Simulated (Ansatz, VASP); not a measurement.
One calculation of Mn3AgC, two programs

```
CELL_PARAMETERS angstrom
3.84668 0.00000 0.00000
0.00000 3.84668 0.00000
0.00000 0.00000 3.84668
ATOMIC_POSITIONS crystal
Ag 0.00000 0.00000 0.00000
C 0.50000 0.50000 0.50000
Mn 0.50000 0.50000 0.00000
Mn 0.50000 0.00000 0.50000
Mn 0.00000 0.50000 0.50000
```

Alike in both runs: task single point; functional PBE; k mesh 10 × 10 × 10; occupations gaussian, width 0.1 eV; collinear spin.

|  | VASP | Ansatz |
| --- | --- | --- |
| version | VASP 6.6.1 | Ansatz 0.2.0 |
| potentials or method | VASP PAW PBE potentials, release 64 (Ag, C, Mn_pv), cutoff 520 eV | scalar-relativistic, plane waves, PAW |
| valence electrons in the cell | 54 | 68 |

Ansatz gave:

```
gap on the k mesh at the Fermi level (eV)                     : none
pressure (GPa)                                                : 17.1
net moment per atom (μB)                                      : 1.58
size of the moment on the site where the two differ most (μB) : 2.30
```

Q: Which values does VASP return?

A: gap on the k mesh at the Fermi level (eV): none; pressure (GPa): 17.3; net moment per atom (μB): 1.58; size of the moment on the site where the two differ most (μB): 2.64.

Site moments also hang on the region over which each program counts them. A gap of «none» marks a metal or a gap that the smearing closes. With one functional, cell and mesh, what is left measures potentials, basis and numerics. VASP's potentials hold 54 valence electrons a cell and Ansatz's 68, so a difference there can come from the potentials and not from the codes.
